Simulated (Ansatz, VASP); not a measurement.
## One calculation of Sr, two programs

File INCAR:

```
ALGO = Normal
EDIFF = 1E-6
ENCUT = 520
GGA = PE
ISIF = 2
ISMEAR = -1
LASPH = True
LCHARG = False
LREAL = False
LWAVE = False
NBANDS = 17
NELM = 100
PREC = Accurate
SIGMA = 0.1
```

The input KPOINTS:

```
k-points
0
Gamma
  12 12 12
```

The input POSCAR:

```
Sr
1.0
   -3.5173811290      3.5173811290      1.9017997322
    3.5173811290     -3.5173811290      1.9017997322
    3.5173811290      3.5173811290     -1.9017997322
Sr
2
Direct
   -0.3750000000     -0.1250000000     -0.2500000000
    0.3750000000      0.1250000000      0.2500000000
```

Input for Ansatz:

```yaml
crystal:
  lattice:
    - [-3.517381129, 3.517381129, 1.9017997322]
    - [3.517381129, -3.517381129, 1.9017997322]
    - [3.517381129, 3.517381129, -1.9017997322]
  atoms:
    - { symbol: Sr, position: [-0.375, -0.125, -0.25] }
    - { symbol: Sr, position: [0.375, 0.125, 0.25] }
kpoints:
  mp_grid: { grid: [12, 12, 12] }
scf:
  occupations: { method: fermi_dirac, width: 0.1 }
hamiltonian:
  xc: pbe
  pseudopotentials: { kind: all_electron, lapw: { basis_error: 0.001 } }
output:
  forces: true
  stress: true
  eigenvalues: true
  populations: true
```

Change from the starting cell: volume scaled by 0.84, LAPW.

Alike in both runs: task single point; functional PBE; k mesh 12 × 12 × 12; occupations fermi-dirac, width 0.1 eV; no spin polarisation.

|  | VASP | Ansatz |
| --- | --- | --- |
| version | VASP 6.6.1 | Ansatz 0.2.0 |
| potentials or method | VASP PAW PBE potentials, release 64 (Sr_sv), cutoff 520 eV | all-electron LAPW, scalar-relativistic |

```tsv
	VASP	Ansatz	Ansatz less VASP
pressure (GPa)	1.9	1.9	-0.01
```

Ansatz ran all-electron here, and VASP with PAW potentials.
